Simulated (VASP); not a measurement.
Write the native input for VASP 6.6.1 that does the following.

| Item | Value |
| --- | --- |
| Task | single point |
| Functional | r2SCAN |
| Potentials or basis | VASP PAW PBE potentials, release 64 (Ga_d, P) |
| Cutoff | 520 eV |
| k mesh | 8 × 8 × 8 |
| Occupations | gaussian, width 0.01 eV |
| Spin | non-collinear spin, zero start, spin-orbit coupling |
| Starting moments | [[0.0, 0.0, 0.0], [0.0, 0.0, 0.0]] μB |
| Dipole correction | no |
| Further INCAR settings | ALGO = Normal; EDIFF = 1e-06; NBANDS = 30 |

GaP:

```
Ga P
1.0
     0.00000    2.72540    2.83442
     2.72540    0.00000    2.83442
     2.72540    2.72540    0.00000
Ga P
1 1
Direct
  0.00000 0.00000 0.00000
  0.25000 0.25000 0.25000
```

This cell differs from its parent crystal: uniaxial z strain +4.0%.

These files were run (other wordings do the same):

POSCAR

```
GaP
1.0
    0.0000000000      2.7253992874      2.8344152589
    2.7253992874      0.0000000000      2.8344152589
    2.7253992874      2.7253992874      0.0000000000
Ga P
1 1
Direct
    0.0000000000      0.0000000000      0.0000000000
    0.2500000000      0.2500000000      0.2500000000
```

INCAR.step1

```
SYSTEM = GaP
PREC = Accurate
ENCUT = 520
ISMEAR = 0
SIGMA = 0.01
LREAL = .FALSE.
LASPH = .TRUE.
NELM = 150
LNONCOLLINEAR = .TRUE.
MAGMOM = 0 0 0 0 0 0
LSORBIT = .TRUE.
GGA_COMPAT = .FALSE.
NBANDS = 30
GGA = PE
ALGO = Normal
EDIFF = 1E-4
LWAVE = .TRUE.
LCHARG = .FALSE.
```

INCAR.step2

```
SYSTEM = GaP
PREC = Accurate
ENCUT = 520
EDIFF = 1E-6
ISMEAR = 0
SIGMA = 0.01
LREAL = .FALSE.
LASPH = .TRUE.
NELM = 150
ALGO = Normal
ISIF = 2
LWAVE = .FALSE.
LCHARG = .FALSE.
LNONCOLLINEAR = .TRUE.
MAGMOM = 0 0 0 0 0 0
LORBIT = 11
LSORBIT = .TRUE.
GGA_COMPAT = .FALSE.
LORBMOM = .TRUE.
METAGGA = R2SCAN
LMIXTAU = .TRUE.
NBANDS = 30
ISTART = 1
```

KPOINTS

```
regular mesh
0
G
  8 8 8
  0 0 0
```

Potentials or basis: VASP PAW PBE potentials, release 64 (Ga_d, P).

Run with:

```console
$ cat potpaw_PBE.64/Ga_d/POTCAR potpaw_PBE.64/P/POTCAR > POTCAR
$ cp INCAR.step1 INCAR
$ mpirun -np 1 vasp_ncl > vasp.out
$ cp INCAR.step2 INCAR
$ mpirun -np 1 vasp_ncl > vasp.out
```

It gave:

- Pressure: -3.3 GPa
- Net moment: 0.00 μB per cell
- Valence electrons inside the program's atomic spheres: Ga 11.64; P 2.53

Caveat: the cell differs from its parent crystal (uniaxial z strain +4.0%); the cell stands under tension; the PAW data sets were made with another functional, which shifts forces and pressure a little.

Run time: 19 min on 1 thread of Intel(R) Xeon(R) Platinum 8488C (Sapphire Rapids), with other jobs on the host, peak memory 0.42 GiB.
